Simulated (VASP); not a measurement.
## LiH: single point with PBE

LiH:

```
CELL_PARAMETERS angstrom
2.50718 0.00000 0.00000
0.00000 2.50718 0.00000
0.00000 0.00000 2.50718
ATOMIC_POSITIONS crystal
Li 0.00000 0.00000 0.00000
H 0.50000 0.50000 0.50000
```

```yaml
Program: VASP 6.6.1
Task: single point
Functional: PBE
Potentials_or_basis: VASP PAW PBE potentials, release 64 (Li_sv, H)
Cutoff: 520 eV
k_mesh: 10 × 10 × 10
Occupations: gaussian, width 0.02 eV
Spin: no spin polarisation
```

| Quantity | Value |
| --- | --- |
| Band gap on the k mesh | 0.73 eV, indirect (least direct gap 4.21 eV) |

Levels at points of the mesh, in eV from the valence-band top:
| k point | band 1 | band 2 | band 3 | band 4 | band 5 |
| --- | --- | --- | --- | --- | --- |
| (0.00, 0.00, 0.00) | -48.11 | -8.79 | 11.93 | 11.93 | 11.93 |
| (0.50, 0.00, 0.00) | -48.05 | -6.55 | 0.73 | 11.38 | 16.20 |
| (0.50, 0.50, 0.00) | -48.01 | -2.66 | 1.55 | 1.55 | 9.08 |
| (0.50, 0.50, 0.50) | -47.97 | 0.00 | 6.41 | 6.41 | 6.41 |

It took 8.7 s on 1 thread of Intel Xeon 8259CL (shared host), peak memory 0.12 GiB.

 Expect the measured gap to be larger: semilocal functionals such as PBE lack the derivative discontinuity.
